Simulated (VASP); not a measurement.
Here is a VASP 6.6.1 calculation.

The input INCAR:

```
  PREC = Accurate
  ENCUT = 520
  EDIFF = 1E-6
  ISMEAR = -1
  SIGMA = 0.05
  LREAL = False
  LASPH = True
  NELM = 60
  ALGO = Normal
  ISIF = 2
  LWAVE = False
  LCHARG = True
  GGA = PS
  LELF = True
  LVHAR = True
  NBANDS = 22
```

The input KPOINTS:

```
Automatic mesh
0
Gamma
  7 7 7
```

The input POSCAR:

```
Bi
1.0
    1.5982422740      0.9227456071      5.1991766782
   -1.5982422740      0.9227456071      5.1991766782
    0.0000000000     -1.8454912142      5.1991766782
Bi
2
Direct
    0.7499969975      0.7499969975      0.7499969975
    0.2500030025      0.2500030025      0.2500030025
```

Potentials or basis: VASP PAW PBE potentials, release 64 (Bi_d).

Run with:

```bash
$ cat potpaw_PBE.64/Bi_d/POTCAR > POTCAR
$ mpirun -np 1 vasp_std > vasp.out
```

(1) What does it give for the band gap on the k mesh?

(2) Estimate the pressure.

Answers

(1) zero (bands 15 and 16 overlap by 8.36 eV).

(2) 29.9 GPa.

Caveat: the cell stands under pressure; the PAW data sets were made with another functional, which shifts forces and pressure a little; spin-orbit coupling is left out, which moves the levels of the heavy elements.
